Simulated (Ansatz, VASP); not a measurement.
**Ca2ZrTiO6 in VASP and in Ansatz**

File INCAR:

```
PREC     = Accurate       # precision mode
ENCUT    = 520            # plane-wave cutoff, eV
EDIFF    = 1E-7           # SCF threshold, eV
ISMEAR   = 0              # smearing method
SIGMA    = 0.01           # smearing width, eV
LREAL    = F              # projectors in reciprocal space
LASPH    = T              # aspherical terms in the spheres
NELM     = 60             # most SCF steps
ALGO     = Normal         # electronic algorithm
ISIF     = 2              # what is computed and relaxed
LWAVE    = F              # write WAVECAR
LCHARG   = F              # write CHGCAR
GGA      = PS             # functional
NBANDS   = 51             # bands
```

The input KPOINTS:

```
regular mesh
0
Gamma
  4 4 4
```

Contents of POSCAR:

```
Ca2ZrTiO6
1.0
    0.0000000000      4.0236930000      4.0236930000
    4.0236930000      0.0000000000      4.0236930000
    4.0236930000      4.0236930000      0.0000000000
Ca Zr Ti O
2 1 1 6
Direct
    0.2500000000      0.2500000000      0.2500000000
    0.7500000000      0.7500000000      0.7500000000
    0.5000000000      0.5000000000      0.5000000000
    0.0000000000      0.0000000000      0.0000000000
    0.7578830000      0.2421170000      0.2421170000
    0.2421170000      0.7578830000      0.7578830000
    0.2421170000      0.7578830000      0.2421170000
    0.7578830000      0.2421170000      0.7578830000
    0.2421170000      0.2421170000      0.7578830000
    0.7578830000      0.7578830000      0.2421170000
```

Input for Ansatz:

```yaml
crystal:
  lattice:
    - [0.0, 4.023693, 4.023693]
    - [4.023693, 0.0, 4.023693]
    - [4.023693, 4.023693, 0.0]
  atoms:
    - { symbol: Ca, position: [0.25, 0.25, 0.25] }
    - { symbol: Ca, position: [0.75, 0.75, 0.75] }
    - { symbol: Zr, position: [0.5, 0.5, 0.5] }
    - { symbol: Ti, position: [0.0, 0.0, 0.0] }
    - { symbol: O, position: [0.757883, 0.242117, 0.242117] }
    - { symbol: O, position: [0.242117, 0.757883, 0.757883] }
    - { symbol: O, position: [0.242117, 0.757883, 0.242117] }
    - { symbol: O, position: [0.757883, 0.242117, 0.757883] }
    - { symbol: O, position: [0.242117, 0.242117, 0.757883] }
    - { symbol: O, position: [0.757883, 0.757883, 0.242117] }
kpoints:
  mp_grid:
    grid: [4, 4, 4]
hamiltonian:
  xc: pbesol
scf:
  occupations:
    method: fixed
basis:
  ecutwfc: 510
output:
  forces: true
  stress: true
  eigenvalues: true
```

Alike in both runs: task single point; functional PBEsol; k mesh 4 × 4 × 4; no spin polarisation.

|  | VASP | Ansatz |
| --- | --- | --- |
| version | VASP 6.6.1 | Ansatz 0.2.0 |
| potentials or method | VASP PAW PBE potentials, release 64 (Ca_sv, Zr_sv, Ti_sv, O), cutoff 520 eV | plane waves, PAW |
| occupations | gaussian, width 0.01 eV | fixed |
| valence electrons in the cell | 80 | 80 |

|  | VASP | Ansatz | Ansatz less VASP |
| --- | --- | --- | --- |
| gap on the k mesh at the Fermi level (eV) | 2.37 | 2.39 | +0.020 |
| pressure (GPa) | -6.5 | -6.8 | -0.34 |
| rms of the force components (eV/Å) | 0.086 | 0.083 | -0.0025 |

VASP's potentials were made for PBE, not for PBEsol. Atom by atom the forces differ by 0.002 eV/Å (rms over components).
